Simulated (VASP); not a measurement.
Sb: single point with HSE06

Sb:

```
CELL_PARAMETERS angstrom
3.30920 0.00000 0.00000
-1.65460 2.86585 0.00000
0.00000 0.00000 5.39623
ATOMIC_POSITIONS crystal
Sb 0.66667 0.33333 0.75000
Sb 0.33333 0.66667 0.25000
```

This isn't the form of Sb at room conditions, which is rhombohedral.

```
Program             : VASP 6.6.1
Task                : single point
Functional          : HSE06
Potentials or basis : VASP PAW PBE potentials, release 64 (Sb)
Cutoff              : 520 eV
k mesh              : 6 × 6 × 4
Occupations         : fermi-dirac, width 0.05 eV
Spin                : no spin polarisation
```

* Pressure: 1.4 GPa
* Band gap on the k mesh: zero (bands 5 and 6 overlap by 9.20 eV)

Stress tensor (GPa, compression positive):
```
-0.97  0.00  0.00
 0.00 -0.97  0.00
 0.00  0.00  6.14
```

Levels at points of the mesh, in eV from the Fermi level:
| k point | band 3 | band 4 | band 5 | band 6 | band 7 | band 8 |
| --- | --- | --- | --- | --- | --- | --- |
| (0.00, 0.00, 0.00) | -7.19 | 4.16 | 4.16 | 6.03 | 6.03 | 6.35 |
| (0.50, 0.00, 0.00) | -5.15 | -3.82 | -2.94 | -0.38 | 0.31 | 4.25 |
| (0.00, 0.00, 0.50) | -1.07 | -1.07 | 5.11 | 5.11 | 5.11 | 5.11 |
| (0.50, 0.00, 0.50) | -6.58 | -6.58 | 1.78 | 1.78 | 2.03 | 2.03 |

Wall time 41 min on 1 thread of Intel(R) Xeon(R) Platinum 8259CL CPU @ 2.50GHz (Skylake/Cascade Lake), on a shared host, peak memory 0.29 GiB.

Caveat: the k points lie up to 0.37 Å⁻¹ apart, too coarse for converged energies and pressures of a metal; the PAW data sets were made with another functional, which shifts forces and pressure a little; spin-orbit coupling is left out, which moves the levels of the heavy elements.
